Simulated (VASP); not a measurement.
# K2S (Fm-3m) in VASP: a series of runs

Runs on K2S. Level: PBEsol. Tasks: single point.

All numbers are computed with VASP 6.6.1; they aren't measurements. Logs are shortened: lines on timing, memory, paths and dates and some standing lists are left out, and cuts for length are marked.

### 1 The cell of the first run

Symmetry: Fm-3m, No. 225, cubic system. The conventional cell has a = 7.238 Å, b = 7.238 Å, c = 7.238 Å, α = 90.00°, β = 90.00°, γ = 90.00°. Within 4.1 Å of K (site symmetry -43m) lie 4 S at 3.13 Å and 6 K at 3.62 Å. Within 4.1 Å of S (site symmetry m-3m) lie 8 K at 3.13 Å.

### 2 Single point, PBEsol (31.59 Å³/atom)

INCAR reads:

```
PREC = Accurate
ENCUT = 500
EDIFF = 1E-6
ISMEAR = 0
SIGMA = 0.05
LREAL = F
LASPH = T
NELM = 120
ALGO = Normal
ISIF = 2
LWAVE = F
LCHARG = T
GGA = PS
LELF = T
LVHAR = T
NBANDS = 19
GGA_COMPAT = F
```

KPOINTS reads:

```
Automatic mesh
0
Gamma
  6 6 6
```

POSCAR reads:

```
K2S
1.0
    0.0000000000      3.6187598925      3.6187598925
    3.6187598925      0.0000000000      3.6187598925
    3.6187598925      3.6187598925      0.0000000000
K S
2 1
Direct
    0.2500000000      0.2500000000      0.2500000000
    0.7500000000      0.7500000000      0.7500000000
    0.0000000000      0.0000000000      0.0000000000
```

Potentials or basis: VASP PAW PBE potentials, release 64 (K_sv, S).

On the command line:

```bash
cat potpaw_PBE.64/K_sv/POTCAR potpaw_PBE.64/S/POTCAR > POTCAR
mpirun -np 1 vasp_std > vasp.out
```

OUTCAR:

```text
PREC = Accurate
   ENCUT = 500
   EDIFF = 1E-6
   ISMEAR = 0
   LREAL = F
   LASPH = T
   NELM = 120
   ISIF = 2
   GGA = PS

 ion  position               nearest neighbor table
   1  0.250  0.250  0.250-   3 3.13   3 3.13   3 3.13   3 3.13   2 3.62   2 3.62   2 3.62   2 3.62
                             2 3.62   2 3.62
   2  0.750  0.750  0.750-   3 3.13   3 3.13   3 3.13   3 3.13   1 3.62   1 3.62   1 3.62   1 3.62
                             1 3.62   1 3.62
   3  0.000  0.000  0.000-   2 3.13   2 3.13   2 3.13   1 3.13   2 3.13   1 3.13   1 3.13   1 3.13

  LATTYP: Found a face centered cubic cell.
 ALAT       =     7.2375197850

  Lattice vectors:

 A1 = (   0.0000000000,   3.6187598925,   3.6187598925)
 A2 = (   3.6187598925,   0.0000000000,   3.6187598925)
 A3 = (   3.6187598925,   3.6187598925,   0.0000000000)

Analysis of symmetry for initial positions (statically):
=====================================================================
 Subroutine PRICEL returns:
 Original cell was already a primitive cell.

 Routine SETGRP: Setting up the symmetry group for a
 face centered cubic supercell.

 Subroutine GETGRP returns: Found 48 space group operations
 (whereof 48 operations were pure point group operations)
 out of a pool of 48 trial point group operations.

The static configuration has the point symmetry O_h .

Analysis of symmetry for dynamics (positions and initial velocities):
=====================================================================
 Subroutine PRICEL returns:
 Original cell was already a primitive cell.

 Routine SETGRP: Setting up the symmetry group for a
 face centered cubic supercell.

 Subroutine GETGRP returns: Found 48 space group operations
 (whereof 48 operations were pure point group operations)
 out of a pool of 48 trial point group operations.

The dynamic configuration has the point symmetry O_h .

 Subroutine INISYM returns: Found 48 space group operations
 (whereof 48 operations are pure point group operations),
 and found     1 'primitive' translations

----------------------------------------------------------------------------------------

                                     Primitive cell

  volume of cell :      94.7784

  direct lattice vectors                    reciprocal lattice vectors
     0.000000000  3.618759892  3.618759892    -0.138168880  0.138168880  0.138168880
     3.618759892  0.000000000  3.618759892     0.138168880 -0.138168880  0.138168880
     3.618759892  3.618759892  0.000000000     0.138168880  0.138168880 -0.138168880

  length of vectors
     5.117699319  5.117699319  5.117699319     0.239315520  0.239315520  0.239315520

  position of ions in fractional coordinates (direct lattice)
     0.250000000  0.250000000  0.250000000
     0.750000000  0.750000000  0.750000000
     0.000000000  0.000000000  0.000000000

  ion indices of the primitive-cell ions
   primitive index   ion index
                 1           1
                 2           2
                 3           3

----------------------------------------------------------------------------------------

 KPOINTS: Automatic mesh

Automatic generation of k-mesh.
 Grid dimensions read from file:
 generate k-points for:    6    6    6

 Generating k-lattice:

  Cartesian coordinates                     Fractional coordinates (reciprocal lattice)
    -0.023028147  0.023028147  0.023028147     0.166666667  0.000000000  0.000000000
     0.023028147 -0.023028147  0.023028147     0.000000000  0.166666667  0.000000000
     0.023028147  0.023028147 -0.023028147     0.000000000  0.000000000  0.166666667

  Length of vectors
     0.039885920  0.039885920  0.039885920

  Shift w.r.t. Gamma in fractional coordinates (k-lattice)
     0.000000000  0.000000000  0.000000000

 Subroutine IBZKPT returns following result:
 ===========================================

 Found     16 irreducible k-points:

 Following reciprocal coordinates:
            Coordinates               Weight
  0.000000  0.000000  0.000000      1.000000
  0.166667  0.000000  0.000000      8.000000
  0.333333  0.000000  0.000000      8.000000
  0.500000  0.000000  0.000000      4.000000
  0.166667  0.166667  0.000000      6.000000
  0.333333  0.166667  0.000000     24.000000
[... 8 lines left out ...]
 -0.333333  0.333333  0.166667     24.000000
 -0.333333  0.500000  0.166667     12.000000
   k-points           NKPTS =     16   k-points in BZ     NKDIM =     16   number of bands    NBANDS=     19
   number of dos      NEDOS =    301   number of ions     NIONS =      3
   total plane-waves  NPLWV =  64000
   dimension x,y,z NGX =    40 NGY =   40 NGZ =   40
   dimension x,y,z NGXF=    80 NGYF=   80 NGZF=   80
   ions per type =               2   1
   NGX,Y,Z   is equivalent  to a cutoff of  12.99, 12.99, 12.99 a.u.
   NGXF,Y,Z  is equivalent  to a cutoff of  25.99, 25.99, 25.99 a.u.
 SYSTEM =  unknown system
   PREC   = accura    normal or accurate (medium, high low for compatibility)
   ISTART =      0    job   : 0-new  1-cont  2-samecut
   ICHARG =      2    charge: 1-file 2-atom 10-const
   ISPIN  =      1    spin polarized calculation?
   LNONCOLLINEAR =      F non collinear calculations
   LSORBIT =      F    spin-orbit coupling
   LASPH  =      T    aspherical Exc in radial PAW
   ENCUT  =  500.0 eV  36.75 Ry    6.06 a.u.   9.33  9.33  9.33*2*pi/ulx,y,z
   NELM   =    120;   NELMIN=  2; NELMDL= -5     # of ELM steps
   EDIFF  = 0.1E-05   stopping-criterion for ELM
   LREAL  =      F    real-space projection
   EDIFFG = 0.1E-04   stopping-criterion for IOM
   NSW    =      0    number of steps for IOM
   IBRION =     -1    ionic relax: 0-MD 1-quasi-New 2-CG
   NFREE  =      0    steps in history (QN), initial steepest desc. (CG)
   ISIF   =      2    stress and relaxation
   ISYM   =      2    0-nonsym 1-usesym 2-fastsym
   POTIM  = 0.5000    time-step for ionic-motion
   TEBEG  =    0.0;   TEEND  =   0.0 temperature during run
   PSTRESS=    0.0 pullay stress
   NELECT =      24.0000    total number of electrons
   NUPDOWN=      -1.0000    fix difference up-down
   EMIN   =  10.00;   EMAX   =-10.00  energy-range for DOS
   EFERMI =   0.00;   METHOD = LEGACY
   ISMEAR =     0;   SIGMA  =   0.05  broadening in eV -4-tet -1-fermi 0-gaus
   EFERMI_NEDOS =   21; number of points for ismear=-14 and -15
   IALGO  =     38    algorithm
   IMIX   =      4    mixing-type and parameters
     AMIX     =   0.40;   BMIX     =  1.00
     AMIX_MAG =   1.60;   BMIX_MAG =  1.00
  volume/ion in A,a.u.               =      31.59       213.20
  Fermi-wavevector in a.u.,A,eV,Ry     =   1.035719  1.957226 14.595171  1.072715
  Thomas-Fermi vector in A             =   2.170076
   LORBIT       =      0    0 simple, 1 ext, 2 COOP (PROOUT), +10 PAW based schemes
   GGA     = PS    functional components
   LHFCALC =     F    Hartree Fock is set to
   AEXX    =    0.0000 exact exchange contribution
   IVDW    =     0    specifies the selected vdW correction
   LEPSILON=     F    determine dielectric tensor
   LRPA    =     F    only Hartree local field effects (RPA)
 non-spin polarized calculation
 Gauss-broadening in eV      SIGMA  =   0.05
  energy-cutoff  :      500.00
  volume of cell :       94.78
 maximum number of plane-waves:      2450
 NGX is ok and might be reduce to    40
   NGX = 19   NGY = 19   NGZ = 19

 number of electron      24.0000003 magnetization

 Free energy of the ion-electron system (eV)
  ---------------------------------------------------
  ext. energy  EPLUGINS =         0.00000000
  ---------------------------------------------------
  free energy    TOTEN  =        -9.85072796 eV

  energy without entropy =       -9.85072796  energy(sigma->0) =       -9.85072796

 E-fermi :   0.0169     XC(G=0):  -7.7665

 val. band max:       -0.2068201808   @ k =   0.5000   0.5000   0.0000
 cond. band min:       2.2359915782   @ k =   0.0000   0.0000   0.0000
 fundamental gap:      2.4428117590
 Fermi energy:         0.0169031628

 k-point     1 :       0.0000    0.0000    0.0000
  band No.  band energies     occupation
      1     -29.1201      2.00000
      2     -29.0090      2.00000
      3     -12.8072      2.00000
      4     -12.8072      2.00000
      5     -12.8072      2.00000
      6     -12.5130      2.00000
[... 11 lines left out ...]
     18       7.4745      0.00000
     19       8.4538      0.00000

 k-point     2 :       0.1667    0.0000    0.0000
  band No.  band energies     occupation
      1     -29.1123      2.00000
      2     -29.0161      2.00000
      3     -12.8019      2.00000
      4     -12.7904      2.00000
      5     -12.7904      2.00000
      6     -12.5743      2.00000
[... 11 lines left out ...]
     18       7.5970      0.00000
     19       7.9781      0.00000

 k-point     3 :       0.3333    0.0000    0.0000
  band No.  band energies     occupation
      1     -29.0912      2.00000
      2     -29.0357      2.00000
      3     -12.8059      2.00000
      4     -12.7426      2.00000
      5     -12.7426      2.00000
      6     -12.6715      2.00000
[... 11 lines left out ...]
     18       7.5806      0.00000
     19       7.5814      0.00000

 k-point     4 :       0.5000    0.0000    0.0000
  band No.  band energies     occupation
      1     -29.0632      2.00000
      2     -29.0630      2.00000
      3     -12.8250      2.00000
      4     -12.6986      2.00000
      5     -12.6790      2.00000
      6     -12.6790      2.00000
[... 231 lines left out ...]
     18       7.5908      0.00000
     19       7.9108      0.00000

 k-point    15 :      -0.3333    0.3333    0.1667
  band No.  band energies     occupation
      1     -29.0626      2.00000
      2     -29.0625      2.00000
      3     -13.0175      2.00000
      4     -12.8909      2.00000
      5     -12.6869      2.00000
      6     -12.6834      2.00000
[... 11 lines left out ...]
     18       7.2434      0.00000
     19       8.0528      0.00000

 k-point    16 :      -0.3333    0.5000    0.1667
  band No.  band energies     occupation
      1     -29.0716      2.00000
      2     -29.0532      2.00000
      3     -13.0685      2.00000
      4     -12.9141      2.00000
      5     -12.7871      2.00000
      6     -12.5754      2.00000
[... 11 lines left out ...]
     18       7.4994      0.00000
     19       7.9702      0.00000

------------------------ aborting loop because EDIFF is reached ----------------------------------------

  FORCE on cell =-STRESS in cart. coord.  units (eV):
  Direction    XX          YY          ZZ          XY          YZ          ZX
  --------------------------------------------------------------------------------------
  -------------------------------------------------------------------------------------
  Total        0.5654112      0.5654112      0.5654112      0.0000000      0.0000000     -0.0000000
  in kB        9.5579703      9.5579703      9.5579703      0.0000000      0.0000000     -0.0000000
  external PRESSURE =       9.5579703 kB  Pullay stress =       0.0000000 kB

 VOLUME and BASIS-vectors are now :
 -----------------------------------------------------------------------------
  energy-cutoff  :      500.00
  volume of cell :       94.78
      direct lattice vectors                 reciprocal lattice vectors
     0.000000000  3.618759892  3.618759892    -0.138168880  0.138168880  0.138168880
     3.618759892  0.000000000  3.618759892     0.138168880 -0.138168880  0.138168880
     3.618759892  3.618759892  0.000000000     0.138168880  0.138168880 -0.138168880

 POSITION                                       TOTAL-FORCE (eV/Angst)
 -----------------------------------------------------------------------------------
      1.80938      1.80938      1.80938        -0.000000     -0.000000     -0.000000
      5.42814      5.42814      5.42814         0.000000      0.000000      0.000000
      0.00000      0.00000      0.00000         0.000000      0.000000      0.000000
 -----------------------------------------------------------------------------------
    total drift:                               -0.000000     -0.000000      0.000000

  FREE ENERGIE OF THE ION-ELECTRON SYSTEM (eV)
  ---------------------------------------------------
  free  energy   TOTEN  =        -9.8507279561 eV

  energy  without entropy=       -9.8507279561  energy(sigma->0) =       -9.85072796
```

Run time: 55 s. Hardware: 1 thread of Intel Xeon 8259CL, shared host; peak memory 0.24 GiB.

What came out:

* Free energy: -9.8507 eV
* Pressure: 1.0 GPa
* Band gap on the k mesh: 2.44 eV (least direct gap 2.71 eV)

Caveat: the PAW data sets were made with another functional, which shifts forces and pressure a little.

### 3 Single point, PBEsol (32.25 Å³/atom)

This run uses another cell than the first one, of 32.25 Å³/atom.

INCAR reads:

```
PREC = Accurate ; ENCUT = 500
EDIFF = 1E-6 ; ISMEAR = 0
SIGMA = 0.05 ; LREAL = False
LASPH = True ; NELM = 120
ALGO = Normal ; ISIF = 2
LWAVE = False ; LCHARG = False
GGA = PS ; NBANDS = 19
GGA_COMPAT = False
```

KPOINTS is that of step 2.

POSCAR reads:

```
K2S
1.0
    0.0000000000      3.6437176459      3.6437176459
    3.6437176459      0.0000000000      3.6437176459
    3.6437176459      3.6437176459      0.0000000000
K S
2 1
Direct
    0.2500000000      0.2500000000      0.2500000000
    0.7500000000      0.7500000000      0.7500000000
    0.0000000000      0.0000000000      0.0000000000
```

Potentials or basis: VASP PAW PBE potentials, release 64 (K_sv, S).

On the command line:

```bash
cat potpaw_PBE.64/K_sv/POTCAR potpaw_PBE.64/S/POTCAR > POTCAR
mpirun -np 1 vasp_std > vasp.out
```

OUTCAR:

```text
PREC = Accurate
   ENCUT = 500
   EDIFF = 1E-6
   ISMEAR = 0
   LREAL = False
   LASPH = True
   NELM = 120
   ISIF = 2
   GGA = PS

 ion  position               nearest neighbor table
   1  0.250  0.250  0.250-   3 3.16   3 3.16   3 3.16   3 3.16   2 3.64   2 3.64   2 3.64   2 3.64
                             2 3.64   2 3.64
   2  0.750  0.750  0.750-   3 3.16   3 3.16   3 3.16   3 3.16   1 3.64   1 3.64   1 3.64   1 3.64
                             1 3.64   1 3.64
   3  0.000  0.000  0.000-   2 3.16   2 3.16   2 3.16   1 3.16   2 3.16   1 3.16   1 3.16   1 3.16

  LATTYP: Found a face centered cubic cell.
 ALAT       =     7.2874352918

  Lattice vectors:

 A1 = (   0.0000000000,   3.6437176459,   3.6437176459)
 A2 = (   3.6437176459,   0.0000000000,   3.6437176459)
 A3 = (   3.6437176459,   3.6437176459,   0.0000000000)

Analysis of symmetry for initial positions (statically):
=====================================================================
 Subroutine PRICEL returns:
 Original cell was already a primitive cell.

 Routine SETGRP: Setting up the symmetry group for a
 face centered cubic supercell.

 Subroutine GETGRP returns: Found 48 space group operations
 (whereof 48 operations were pure point group operations)
 out of a pool of 48 trial point group operations.

The static configuration has the point symmetry O_h .

Analysis of symmetry for dynamics (positions and initial velocities):
=====================================================================
 Subroutine PRICEL returns:
 Original cell was already a primitive cell.

 Routine SETGRP: Setting up the symmetry group for a
 face centered cubic supercell.

 Subroutine GETGRP returns: Found 48 space group operations
 (whereof 48 operations were pure point group operations)
 out of a pool of 48 trial point group operations.

The dynamic configuration has the point symmetry O_h .

 Subroutine INISYM returns: Found 48 space group operations
 (whereof 48 operations are pure point group operations),
 and found     1 'primitive' translations
[... 107 lines left out ...]
     AMIX     =   0.40;   BMIX     =  1.00
     AMIX_MAG =   1.60;   BMIX_MAG =  1.00
  volume/ion in A,a.u.               =      32.25       217.64
  Fermi-wavevector in a.u.,A,eV,Ry     =   1.028625  1.943820 14.395916  1.058070
  Thomas-Fermi vector in A             =   2.162631
   LORBIT       =      0    0 simple, 1 ext, 2 COOP (PROOUT), +10 PAW based schemes
   GGA     = PS    functional components
   LHFCALC =     F    Hartree Fock is set to
   AEXX    =    0.0000 exact exchange contribution
   IVDW    =     0    specifies the selected vdW correction
   LEPSILON=     F    determine dielectric tensor
   LRPA    =     F    only Hartree local field effects (RPA)
 non-spin polarized calculation
 Gauss-broadening in eV      SIGMA  =   0.05
  energy-cutoff  :      500.00
  volume of cell :       96.75
 maximum number of plane-waves:      2475
 NGX is ok and might be reduce to    40
   NGX = 19   NGY = 19   NGZ = 19

 number of electron      24.0000000 magnetization

 Free energy of the ion-electron system (eV)
  ---------------------------------------------------
  ext. energy  EPLUGINS =         0.00000000
  ---------------------------------------------------
  free energy    TOTEN  =        -9.85997052 eV

  energy without entropy =       -9.85997052  energy(sigma->0) =       -9.85997052

 E-fermi :  -0.0070     XC(G=0):  -7.6860

 val. band max:       -0.2828502739   @ k =   0.5000   0.5000   0.0000
 cond. band min:       2.1100116702   @ k =   0.0000   0.0000   0.0000
 fundamental gap:      2.3928619441
 Fermi energy:        -0.0070073398

 k-point     1 :       0.0000    0.0000    0.0000
  band No.  band energies     occupation
      1     -29.2295      2.00000
      2     -29.1270      2.00000
      3     -12.9089      2.00000
      4     -12.9089      2.00000
      5     -12.9089      2.00000
      6     -12.6308      2.00000
[... 329 lines left out ...]
      6     -12.6895      2.00000
[... 11 lines left out ...]
     18       7.3610      0.00000
     19       7.7614      0.00000

------------------------ aborting loop because EDIFF is reached ----------------------------------------

  FORCE on cell =-STRESS in cart. coord.  units (eV):
  Direction    XX          YY          ZZ          XY          YZ          ZX
  --------------------------------------------------------------------------------------
  -------------------------------------------------------------------------------------
  Total        0.2871809      0.2871809      0.2871809      0.0000000     -0.0000000      0.0000000
  in kB        4.7555638      4.7555638      4.7555638      0.0000000     -0.0000000      0.0000000
  external PRESSURE =       4.7555638 kB  Pullay stress =       0.0000000 kB

 VOLUME and BASIS-vectors are now :
 -----------------------------------------------------------------------------
  energy-cutoff  :      500.00
  volume of cell :       96.75
      direct lattice vectors                 reciprocal lattice vectors
     0.000000000  3.643717646  3.643717646    -0.137222488  0.137222488  0.137222488
     3.643717646  0.000000000  3.643717646     0.137222488 -0.137222488  0.137222488
     3.643717646  3.643717646  0.000000000     0.137222488  0.137222488 -0.137222488

 POSITION                                       TOTAL-FORCE (eV/Angst)
 -----------------------------------------------------------------------------------
      1.82186      1.82186      1.82186         0.000000     -0.000000      0.000000
      5.46558      5.46558      5.46558        -0.000000      0.000000      0.000000
      0.00000      0.00000      0.00000        -0.000000     -0.000000     -0.000000
 -----------------------------------------------------------------------------------
    total drift:                               -0.000000     -0.000000      0.000000

  FREE ENERGIE OF THE ION-ELECTRON SYSTEM (eV)
  ---------------------------------------------------
  free  energy   TOTEN  =        -9.8599705171 eV

  energy  without entropy=       -9.8599705171  energy(sigma->0) =       -9.85997052
```

It took 71 s on 1 thread of Intel Xeon 8259CL, shared host; peak memory 0.24 GiB.

What came out:

```yaml
Free_energy: -9.8600 eV
Pressure: 0.5 GPa
Band_gap_on_the_k_mesh: 2.39 eV (least direct gap 2.64 eV)
```

Caveat: the PAW data sets were made with another functional, which shifts forces and pressure a little.

(Continued in part 2 of 2.)
